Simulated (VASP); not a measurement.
# Pd (P6/mmm) in VASP: a series of runs, part 2 of 2

VASP 6.6.1.

## 3. Single point, RPBE, collinear spin (17.42 Å³/atom)

This run uses another cell than the first one, of 17.42 Å³/atom.

INCAR reads:

```
SYSTEM = Pd
PREC = Accurate
ENCUT = 520
EDIFF = 1E-6
ISMEAR = -1
SIGMA = 0.05
LREAL = .FALSE.
LASPH = .TRUE.
NELM = 150
ALGO = Normal
ISIF = 2
LWAVE = .FALSE.
LCHARG = .FALSE.
ISPIN = 2
MAGMOM = 0.5 0.5 0.5
LORBIT = 11
LMAXMIX = 4
GGA = RP
NBANDS = 26
```

KPOINTS reads:

```
regular mesh
0
G
  9 9 13
  0 0 0
```

POSCAR reads:

```
Pd
1.0
    4.6687945852      0.0000000000      0.0000000000
   -2.3343972926      4.0432947158      0.0000000000
    0.0000000000      0.0000000000      2.7691054869
Pd
3
Direct
    1.0000000000      1.0000000000      0.0000000000
    0.3333333333      0.6666666667      0.5000000000
    0.6666666667      0.3333333333      0.5000000000
```

Potentials or basis: VASP PAW PBE potentials, release 64 (Pd).

The run is started by

```
cat potpaw_PBE.64/Pd/POTCAR > POTCAR
mpirun -np 1 vasp_std > vasp.out
```

OUTCAR:

```text
SYSTEM = Pd
   PREC = Accurate
   ENCUT = 520
   EDIFF = 1E-6
   ISMEAR = -1
   LREAL = .FALSE.
   LASPH = .TRUE.
   NELM = 150
   ISIF = 2
   ISPIN = 2
   LORBIT = 11
   GGA = RP

 ion  position               nearest neighbor table
   1  0.000  0.000  0.000-   2 3.03   3 3.03   2 3.03   3 3.03   2 3.03   2 3.03   3 3.03   3 3.03
                             3 3.03   3 3.03   2 3.03   2 3.03
   2  0.333  0.667  0.500-   3 2.70   3 2.70   3 2.70   1 3.03   1 3.03   1 3.03   1 3.03   1 3.03
                             1 3.03
   3  0.667  0.333  0.500-   2 2.70   2 2.70   2 2.70   1 3.03   1 3.03   1 3.03   1 3.03   1 3.03
                             1 3.03

  LATTYP: Found a hexagonal cell.
 ALAT       =     4.6687945852
 C/A-ratio  =     0.5931092997

  Lattice vectors:

 A1 = (   4.6687945852,   0.0000000000,   0.0000000000)
 A2 = (  -2.3343972926,   4.0432947158,   0.0000000000)
 A3 = (   0.0000000000,   0.0000000000,   2.7691054869)

Analysis of symmetry for initial positions (statically):
=====================================================================
 Subroutine PRICEL returns:
 Original cell was already a primitive cell.

 Routine SETGRP: Setting up the symmetry group for a
 hexagonal supercell.

 Subroutine GETGRP returns: Found 24 space group operations
 (whereof 24 operations were pure point group operations)
 out of a pool of 24 trial point group operations.

The static configuration has the point symmetry D_6h.

Analysis of symmetry for dynamics (positions and initial velocities):
=====================================================================
 Subroutine PRICEL returns:
 Original cell was already a primitive cell.

 Routine SETGRP: Setting up the symmetry group for a
 hexagonal supercell.

 Subroutine GETGRP returns: Found 24 space group operations
 (whereof 24 operations were pure point group operations)
 out of a pool of 24 trial point group operations.

The dynamic configuration has the point symmetry D_6h.

Analysis of structural, dynamic, and magnetic symmetry:
[... 154 lines left out ...]
  ---------------------------------------------------
  ext. energy  EPLUGINS =         0.00000000
  ---------------------------------------------------
  free energy    TOTEN  =       -13.49642292 eV

  energy without entropy =      -13.44077457  energy(sigma->0) =      -13.46859875

 E-fermi :   7.3657     XC(G=0): -12.0327

 val. band max:        7.3640209609   @ k =   0.0000   0.0000   0.1538
 cond. band min:       7.3660827932   @ k =   0.4444   0.0000   0.1538
 fundamental gap:      0.0020618323
 Fermi energy:         7.3657316949

 spin component 1

 k-point     1 :       0.0000    0.0000    0.0000
  band No.  band energies     occupation
      1       1.4653      1.00000
      2       3.2437      1.00000
      3       4.4134      1.00000
      4       4.7284      1.00000
      5       4.7832      1.00000
      6       4.7832      1.00000
[... 685 lines left out ...]
     25      24.4179      0.00000
     26      24.9776      0.00000

 [... further k-points ...]

 spin component 2

 k-point     1 :       0.0000    0.0000    0.0000
  band No.  band energies     occupation
      1       1.4692      1.00000
      2       3.3802      1.00000
      3       4.5555      1.00000
      4       4.8997      1.00000
      5       4.9115      1.00000
      6       4.9116      1.00000
[... 685 lines left out ...]
     25      24.4382      0.00000
     26      25.0062      0.00000

 [... further k-points ...]
[... 5 lines left out ...]
  --------------------------------------------------------------------------------------
  -------------------------------------------------------------------------------------
  Total       -2.8678215     -2.8678215     -2.7005277      0.0000000      0.0000000     -0.0000000
  in kB      -87.8988163    -87.8988163    -82.7712578      0.0000000      0.0000000     -0.0000000
  external PRESSURE =     -86.1896301 kB  Pullay stress =       0.0000000 kB

 VOLUME and BASIS-vectors are now :
 -----------------------------------------------------------------------------
  energy-cutoff  :      520.00
  volume of cell :       52.27
      direct lattice vectors                 reciprocal lattice vectors
     4.668794585  0.000000000  0.000000000     0.214188048  0.123661527  0.000000000
    -2.334397293  4.043294716  0.000000000     0.000000000  0.247323055  0.000000000
     0.000000000  0.000000000  2.769105487     0.000000000  0.000000000  0.361127449

 POSITION                                       TOTAL-FORCE (eV/Angst)
 -----------------------------------------------------------------------------------
      0.00000      0.00000      0.00000         0.000000      0.000000      0.000000
     -0.00000      2.69553      1.38455        -0.000000      0.000000     -0.000000
      2.33440      1.34776      1.38455         0.000000      0.000000      0.000000
 -----------------------------------------------------------------------------------
    total drift:                                0.000000      0.000000     -0.000000

  FREE ENERGIE OF THE ION-ELECTRON SYSTEM (eV)
  ---------------------------------------------------
  free  energy   TOTEN  =       -13.4964229211 eV

  energy  without entropy=      -13.4407745730  energy(sigma->0) =      -13.46859875

 total charge

# of ion       s       p       d       tot
------------------------------------------
    1        0.395   0.303   8.447   9.145
    2        0.432   0.338   8.443   9.213
    3        0.432   0.338   8.443   9.213
--------------------------------------------------
tot          1.260   0.978  25.332  27.570

 magnetization (x)

# of ion       s       p       d       tot
------------------------------------------
    1       -0.000  -0.005   0.237   0.232
    2       -0.002  -0.004   0.218   0.212
    3       -0.002  -0.004   0.218   0.212
--------------------------------------------------
tot         -0.005  -0.012   0.672   0.656
```

OSZICAR:

```text
N       E                     dE             d eps       ncg     rms          rms(c)
DAV:   1     0.182889006398E+03    0.18289E+03   -0.14196E+04  8736   0.108E+03
DAV:   2    -0.969229167391E+01   -0.19258E+03   -0.17746E+03  9230   0.260E+02
DAV:   3    -0.139172378676E+02   -0.42249E+01   -0.41659E+01 10258   0.419E+01
DAV:   4    -0.139551150858E+02   -0.37877E-01   -0.37868E-01 10270   0.394E+00
DAV:   5    -0.139558533079E+02   -0.73822E-03   -0.73821E-03 10362   0.594E-01    0.829E+00
DAV:   6    -0.135273951564E+02    0.42846E+00   -0.13526E+00  9482   0.950E+00    0.479E+00
DAV:   7    -0.136703138029E+02   -0.14292E+00   -0.13412E+00  9378   0.894E+00    0.479E+00
DAV:   8    -0.134979840006E+02    0.17233E+00   -0.41486E-01  9288   0.707E+00    0.206E+00
DAV:   9    -0.134964607140E+02    0.15233E-02   -0.11988E-02  9562   0.691E-01    0.529E-01
DAV:  10    -0.134963087861E+02    0.15193E-03   -0.16662E-03  9710   0.346E-01    0.126E-01
DAV:  11    -0.134963691949E+02   -0.60409E-04   -0.23907E-04  9836   0.118E-01    0.538E-02
DAV:  12    -0.134964051991E+02   -0.36004E-04   -0.54630E-05  9582   0.571E-02    0.274E-02
DAV:  13    -0.134964190019E+02   -0.13803E-04   -0.12980E-05  9632   0.229E-02    0.138E-02
DAV:  14    -0.134964226101E+02   -0.36081E-05   -0.49869E-06  9352   0.145E-02    0.559E-03
DAV:  15    -0.134964229211E+02   -0.31103E-06   -0.68862E-07  4736   0.555E-03
   1 F= -.13496423E+02 E0= -.13468599E+02  d E =-.556483E-01  mag=     0.6461
```

It took 2 min on 1 thread of Intel Xeon 6975P-C (Granite Rapids), shared host; peak memory 0.3 GiB.

Results:

* Free energy: -13.4964 eV
* Pressure: -8.6 GPa
* Net moment: 0.65 μB per cell
* Site moments: Pd +0.23, +0.21 (each value once) μB
* Valence electrons inside the program's atomic spheres: Pd 9.14, 9.21 (each value once)

Stress tensor (GPa, compression positive):
```
-8.79  0.00  0.00
 0.00 -8.79  0.00
 0.00  0.00 -8.28
```

Levels at points of the mesh, in eV from the Fermi level:
Spin up:
```tsv
k point	band 14	band 15	band 16	band 17	band 18	band 19
(0.00, 0.00, 0.00)	-1.19	0.00	0.00	6.77	6.77	6.79
```
Spin down:
```
           k point  band 13  band 14  band 15  band 16  band 17  band 18
(0.00, 0.00, 0.00)    -1.04    -1.04     0.16     0.16     6.82     6.82
```

Caveat: the cell stands under tension; a moment this small can come from the mesh or the smearing; the PAW data sets were made with another functional, which shifts forces and pressure a little.
